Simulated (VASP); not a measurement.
The system is CaS (Oldhamite).

```xyz
2
Lattice="0.0000 2.8430 2.8430 2.8430 0.0000 2.8430 2.8430 2.8430 0.0000" Properties=species:S:1:pos:R:3 pbc="T T T"
Ca    0.0000    0.0000    0.0000
S     2.8430    2.8430    2.8430
```

* Program: VASP 6.6.1
* Task: relaxation of cell and atoms
* Functional: LDA
* Potentials or basis: VASP PAW LDA potentials, release 64 (Ca_sv, S)
* Cutoff: 500 eV
* k mesh: 6 × 6 × 6
* Occupations: gaussian, width 0.01 eV
* Spin: no spin polarisation

At the start: pressure -3.6 GPa; volume 22.98 Å³/atom.

Question: Where does the relaxation end?

Answer: Over 3 steps the energy falls by 16.3 meV/atom and the volume is 21.62 Å³/atom (-5.9 %); space group Fm-3m (No. 225, to 0.05 Å).

The path:
```tsv
step	energy change (eV)	largest force (eV/Å)	pressure (GPa)	volume (Å³)
1	0.0000	0.0000	-3.63	45.96
2	-0.0303	0.0000	1.09	42.58
3	-0.0325	0.0000	0.01	43.24
```

Final structure:
```
Ca S
1.0
     0.00000    2.78575    2.78575
     2.78575    0.00000    2.78575
     2.78575    2.78575    0.00000
Ca S
1 1
Direct
  0.00000 0.00000 0.00000
  0.50000 0.50000 0.50000
```
